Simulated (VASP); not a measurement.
A run of VASP 6.6.1 is set up as follows.

The input POSCAR:

```
MgO2
1.0
   -2.1064771267      2.1064771267      2.5587681902
    2.1064771267     -2.1064771267      2.5587681902
    2.1064771267      2.1064771267     -2.5587681902
Mg O
2 4
Direct
    0.2500000000      0.2500000000      0.0000000000
    0.7500000000      0.7500000000      0.0000000000
    0.1212595235      0.6212595235      0.7425190470
    0.6212595235      0.8787404765      0.5000000000
    0.8787404765      0.3787404765      0.2574809530
    0.3787404765      0.1212595235      0.5000000000
```

Contents of INCAR.step1:

```
SYSTEM = MgO2
PREC     = Accurate       ! precision mode
ENCUT    = 600            ! plane-wave cutoff, eV
ISMEAR   = 0              ! smearing method
SIGMA    = 0.02           ! smearing width, eV
LREAL    = .False.        ! projectors in reciprocal space
LASPH    = .True.         ! aspherical terms in the spheres
NELM     = 80             ! most SCF steps
GGA      = PE             ! functional
ALGO     = Normal         ! electronic algorithm
EDIFF    = 1E-4           ! SCF threshold, eV
LWAVE    = .True.         ! write WAVECAR
LCHARG   = .False.        ! write CHGCAR
```

INCAR.step2

```
SYSTEM = MgO2
PREC     = Accurate       ! precision mode
ENCUT    = 600            ! plane-wave cutoff, eV
EDIFF    = 1E-7           ! SCF threshold, eV
ISMEAR   = 0              ! smearing method
SIGMA    = 0.02           ! smearing width, eV
LREAL    = .False.        ! projectors in reciprocal space
LASPH    = .True.         ! aspherical terms in the spheres
NELM     = 80             ! most SCF steps
ALGO     = Normal         ! electronic algorithm
ISIF     = 4              ! what is computed and relaxed
LWAVE    = .False.        ! write WAVECAR
LCHARG   = .False.        ! write CHGCAR
METAGGA  = R2SCAN         ! meta-GGA
LMIXTAU  = .True.       
IBRION   = 2              ! ionic algorithm
NSW      = 50             ! ionic steps
EDIFFG   = -0.01          ! ionic threshold
ISTART   = 1
```

File KPOINTS:

```
Automatic mesh
0
Gamma
  8 8 8
  0 0 0
```

Potentials or basis: VASP PAW PBE potentials, release 64 (Mg, O).

Run with:

```sh
$ cat potpaw_PBE.64/Mg/POTCAR potpaw_PBE.64/O/POTCAR > POTCAR
$ cp INCAR.step1 INCAR
$ mpirun -np 1 vasp_std > vasp.out
$ cp INCAR.step2 INCAR
$ mpirun -np 1 vasp_std > vasp.out
```

Estimate the band gap on the k mesh.

3.81 eV (least direct gap 4.71 eV).

The path:
```
step  energy change (eV)  largest force (eV/Å)  pressure (GPa)  volume (Å³)
   1              0.0000                0.5161           26.03        45.42
   2              0.0231                0.8600           23.73        45.42
   3             -0.0103                0.0130           25.10        45.42
   4             -0.0103                0.0031           25.12        45.42
   5             -0.0104                0.0067           25.08        45.42
```

Caveat: the PAW data sets were made with another functional, which shifts forces and pressure a little. A k mesh can miss the band edges.
